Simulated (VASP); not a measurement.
# GaN (F-43m) in VASP: a series of runs, part 2 of 2

VASP 6.6.1. The steps go on from the part before.

**4. Single point, r2SCAN**

This run uses another cell than the first one, of 11.49 Å³/atom.

POSCAR

```
GaN
1.0
    2.2566868419      2.2566868419      0.0000000000
   -2.2566868419      2.2566868419      0.0000000000
    0.0000000000      2.2566868419      2.2566868419
Ga N
1 1
Direct
    0.0000000000      0.0000000000      0.0000000000
    0.2500000000      0.7500000000      0.5000000000
```

INCAR.step1

```
ALGO     = Normal         # electronic algorithm
EDIFF    = 1E-4           # SCF threshold, eV
ENCUT    = 520            # plane-wave cutoff, eV
GGA      = PE             # functional
ISMEAR   = 0              # smearing method
LASPH    = T              # aspherical terms in the spheres
LCHARG   = F              # write CHGCAR
LREAL    = F              # projectors in reciprocal space
LWAVE    = T              # write WAVECAR
NBANDS   = 16             # bands
NELM     = 80             # most SCF steps
PREC     = Accurate       # precision mode
SIGMA    = 0.01           # smearing width, eV
```

INCAR.step2

```
ALGO     = Normal         # electronic algorithm
EDIFF    = 1E-6           # SCF threshold, eV
ENCUT    = 520            # plane-wave cutoff, eV
ISIF     = 2              # what is computed and relaxed
ISMEAR   = 0              # smearing method
ISTART   = 1            
LASPH    = T              # aspherical terms in the spheres
LCHARG   = F              # write CHGCAR
LMIXTAU  = T            
LREAL    = F              # projectors in reciprocal space
LWAVE    = F              # write WAVECAR
METAGGA  = R2SCAN         # meta-GGA
NBANDS   = 16             # bands
NELM     = 80             # most SCF steps
PREC     = Accurate       # precision mode
SIGMA    = 0.01           # smearing width, eV
```

KPOINTS

```
k-points
0
Gamma
  10 10 10
```

Potentials or basis: VASP PAW PBE potentials, release 64 (Ga_d, N).

On the command line:

```bash
> cat potpaw_PBE.64/Ga_d/POTCAR potpaw_PBE.64/N/POTCAR > POTCAR
> cp INCAR.step1 INCAR
> mpirun -np 1 vasp_std > vasp.out
> cp INCAR.step2 INCAR
> mpirun -np 1 vasp_std > vasp.out
```

OUTCAR:

```text
EDIFF = 1E-6
   ENCUT = 520
   ISIF = 2
   ISMEAR = 0
   ISTART = 1
   LASPH = T
   LREAL = F
   METAGGA = R2SCAN
   NELM = 80
   PREC = Accurate

 ion  position               nearest neighbor table
   1  0.000  0.000  0.000-   2 1.95   2 1.95   2 1.95   2 1.95
   2  0.250  0.750  0.500-   1 1.95   1 1.95   1 1.95   1 1.95

  LATTYP: Found a face centered cubic cell.
 ALAT       =     4.5133736838

  Lattice vectors:

 A1 = (   0.0000000000,   2.2566868419,   2.2566868419)
 A2 = (   2.2566868419,   0.0000000000,   2.2566868419)
 A3 = (   2.2566868419,   2.2566868419,   0.0000000000)

Analysis of symmetry for initial positions (statically):
=====================================================================
 Subroutine PRICEL returns:
 Original cell was already a primitive cell.

 Routine SETGRP: Setting up the symmetry group for a
 face centered cubic supercell.

 Subroutine GETGRP returns: Found 24 space group operations
 (whereof 24 operations were pure point group operations)
 out of a pool of 48 trial point group operations.

The static configuration has the point symmetry T_d .

Analysis of symmetry for dynamics (positions and initial velocities):
=====================================================================
 Subroutine PRICEL returns:
 Original cell was already a primitive cell.

 Routine SETGRP: Setting up the symmetry group for a
 face centered cubic supercell.

 Subroutine GETGRP returns: Found 24 space group operations
 (whereof 24 operations were pure point group operations)
 out of a pool of 48 trial point group operations.

The dynamic configuration has the point symmetry T_d .

 Subroutine INISYM returns: Found 24 space group operations
 (whereof 24 operations are pure point group operations),
 and found     1 'primitive' translations

----------------------------------------------------------------------------------------

                                     Primitive cell

  volume of cell :      22.9850

  direct lattice vectors                    reciprocal lattice vectors
     2.256686842  2.256686842  0.000000000     0.221563750  0.221563750 -0.221563750
    -2.256686842  2.256686842  0.000000000    -0.221563750  0.221563750 -0.221563750
     0.000000000  2.256686842  2.256686842     0.000000000  0.000000000  0.443127501

  length of vectors
     3.191437138  3.191437138  3.191437138     0.383759673  0.383759673  0.443127501

  position of ions in fractional coordinates (direct lattice)
     0.000000000  0.000000000  0.000000000
     0.250000000  0.750000000  0.500000000

  ion indices of the primitive-cell ions
   primitive index   ion index
                 1           1
                 2           2

----------------------------------------------------------------------------------------

 KPOINTS: k-points

Automatic generation of k-mesh.
 Grid dimensions read from file:
 generate k-points for:   10   10   10

 Generating k-lattice:

  Cartesian coordinates                     Fractional coordinates (reciprocal lattice)
     0.022156375  0.022156375 -0.022156375     0.100000000  0.000000000  0.000000000
    -0.022156375  0.022156375 -0.022156375     0.000000000  0.100000000  0.000000000
     0.000000000  0.000000000  0.044312750     0.000000000  0.000000000  0.100000000

  Length of vectors
     0.038375967  0.038375967  0.044312750

  Shift w.r.t. Gamma in fractional coordinates (k-lattice)
     0.000000000  0.000000000  0.000000000

 Subroutine IBZKPT returns following result:
 ===========================================

 Found     47 irreducible k-points:

 Following reciprocal coordinates:
            Coordinates               Weight
  0.000000  0.000000  0.000000      1.000000
  0.100000  0.000000  0.000000      8.000000
  0.200000  0.000000  0.000000      8.000000
  0.300000  0.000000  0.000000      8.000000
  0.400000  0.000000  0.000000      8.000000
  0.500000  0.000000  0.000000      4.000000
[... 16 lines left out ...]
  0.300000  0.300000  0.000000     12.000000
  0.400000  0.300000  0.000000     24.000000
 [... further k-points ...]
   k-points           NKPTS =     47   k-points in BZ     NKDIM =     47   number of bands    NBANDS=     16
   number of dos      NEDOS =    301   number of ions     NIONS =      2
   total plane-waves  NPLWV =  13824
   dimension x,y,z NGX =    24 NGY =   24 NGZ =   24
   dimension x,y,z NGXF=    48 NGYF=   48 NGZF=   48
   ions per type =               1   1
   NGX,Y,Z   is equivalent  to a cutoff of  12.50, 12.50, 12.50 a.u.
   NGXF,Y,Z  is equivalent  to a cutoff of  25.00, 25.00, 25.00 a.u.
 SYSTEM =  unknown system
   PREC   = accura    normal or accurate (medium, high low for compatibility)
   ISTART =      1    job   : 0-new  1-cont  2-samecut
   ICHARG =      0    charge: 1-file 2-atom 10-const
   ISPIN  =      1    spin polarized calculation?
   LNONCOLLINEAR =      F non collinear calculations
   LSORBIT =      F    spin-orbit coupling
   LASPH  =      T    aspherical Exc in radial PAW
   ENCUT  =  520.0 eV  38.22 Ry    6.18 a.u.   5.93  5.93  5.93*2*pi/ulx,y,z
   NELM   =     80;   NELMIN=  2; NELMDL=  0     # of ELM steps
   EDIFF  = 0.1E-05   stopping-criterion for ELM
   LREAL  =      F    real-space projection
   EDIFFG = 0.1E-04   stopping-criterion for IOM
   NSW    =      0    number of steps for IOM
   IBRION =     -1    ionic relax: 0-MD 1-quasi-New 2-CG
   NFREE  =      0    steps in history (QN), initial steepest desc. (CG)
   ISIF   =      2    stress and relaxation
   ISYM   =      2    0-nonsym 1-usesym 2-fastsym
   POTIM  = 0.5000    time-step for ionic-motion
   TEBEG  =    0.0;   TEEND  =   0.0 temperature during run
   PSTRESS=    0.0 pullay stress
   NELECT =      18.0000    total number of electrons
   NUPDOWN=      -1.0000    fix difference up-down
   EMIN   =  10.00;   EMAX   =-10.00  energy-range for DOS
   EFERMI =   0.00;   METHOD = LEGACY
   ISMEAR =     0;   SIGMA  =   0.01  broadening in eV -4-tet -1-fermi 0-gaus
   EFERMI_NEDOS =   21; number of points for ismear=-14 and -15
   IALGO  =     38    algorithm
   IMIX   =      4    mixing-type and parameters
     AMIX     =   0.40;   BMIX     =  1.00
     AMIX_MAG =   1.60;   BMIX_MAG =  1.00
  volume/ion in A,a.u.               =      11.49        77.56
  Fermi-wavevector in a.u.,A,eV,Ry     =   1.508983  2.851565 30.980873  2.277030
  Thomas-Fermi vector in A             =   2.619365
   LORBIT       =      0    0 simple, 1 ext, 2 COOP (PROOUT), +10 PAW based schemes
   METAGGA = R2SCAN    functional components
   LHFCALC =     F    Hartree Fock is set to
   AEXX    =    0.0000 exact exchange contribution
   IVDW    =     0    specifies the selected vdW correction
   LEPSILON=     F    determine dielectric tensor
   LRPA    =     F    only Hartree local field effects (RPA)
 non-spin polarized calculation
 Gauss-broadening in eV      SIGMA  =   0.01
  energy-cutoff  :      520.00
  volume of cell :       22.98
 maximum number of plane-waves:       636
   NGX = 11   NGY = 11   NGZ = 11

 number of electron      18.0000001 magnetization

 Free energy of the ion-electron system (eV)
  ---------------------------------------------------
  ext. energy  EPLUGINS =         0.00000000
  ---------------------------------------------------
  free energy    TOTEN  =       -21.89665526 eV

  energy without entropy =      -21.89665526  energy(sigma->0) =      -21.89665526

 E-fermi :   5.0195     XC(G=0): -12.6099

 val. band max:        4.9704949858   @ k =   0.0000   0.0000   0.0000
 cond. band min:       7.0615588980   @ k =   0.0000   0.0000   0.0000
 fundamental gap:      2.0910639123
 Fermi energy:         5.0194887351

 k-point     1 :       0.0000    0.0000    0.0000
  band No.  band energies     occupation
      1     -11.7236      2.00000
      2      -8.8569      2.00000
      3      -8.8569      2.00000
      4      -8.8569      2.00000
      5      -8.5110      2.00000
      6      -8.5110      2.00000
[... 8 lines left out ...]
     15      24.6623      0.00000
     16      24.6623      0.00000
[... 419 lines left out ...]
 k-point    24 :       0.4000    0.3000    0.0000
  band No.  band energies     occupation
      1     -10.5939      2.00000
      2      -8.7273      2.00000
      3      -8.6230      2.00000
      4      -8.5672      2.00000
      5      -8.4787      2.00000
      6      -6.9196      2.00000
[... 8 lines left out ...]
     15      25.6141      0.00000
     16      28.6686      0.00000

 [... further k-points ...]

------------------------ aborting loop because EDIFF is reached ----------------------------------------

  FORCE on cell =-STRESS in cart. coord.  units (eV):
  Direction    XX          YY          ZZ          XY          YZ          ZX
  --------------------------------------------------------------------------------------
  -------------------------------------------------------------------------------------
  Total       -0.1371470     -0.1371470     -0.1371470      0.0000000     -0.0000000      0.0000000
  in kB       -9.5598948     -9.5598948     -9.5598948      0.0000000     -0.0000000      0.0000000
  external PRESSURE =      -9.5598948 kB  Pullay stress =       0.0000000 kB

 VOLUME and BASIS-vectors are now :
 -----------------------------------------------------------------------------
  energy-cutoff  :      520.00
  volume of cell :       22.98
      direct lattice vectors                 reciprocal lattice vectors
     2.256686842  2.256686842  0.000000000     0.221563750  0.221563750 -0.221563750
    -2.256686842  2.256686842  0.000000000    -0.221563750  0.221563750 -0.221563750
     0.000000000  2.256686842  2.256686842     0.000000000  0.000000000  0.443127501

 POSITION                                       TOTAL-FORCE (eV/Angst)
 -----------------------------------------------------------------------------------
      0.00000      0.00000      0.00000         0.000000     -0.000000      0.000000
     -1.12834      3.38503      1.12834         0.000000      0.000000      0.000000
 -----------------------------------------------------------------------------------
    total drift:                                0.000039      0.000000     -0.000000

  FREE ENERGIE OF THE ION-ELECTRON SYSTEM (eV)
  ---------------------------------------------------
  free  energy   TOTEN  =       -21.8966552564 eV

  energy  without entropy=      -21.8966552564  energy(sigma->0) =      -21.89665526
```

It took 24 s on 1 thread of Intel Xeon 6975P-C (Granite Rapids), shared host; peak memory 0.15 GiB.

What came out:

* Free energy: -21.8967 eV
* Pressure: -1.0 GPa
* Band gap on the k mesh: 2.09 eV

Caveat: the PAW data sets were made with another functional, which shifts forces and pressure a little.
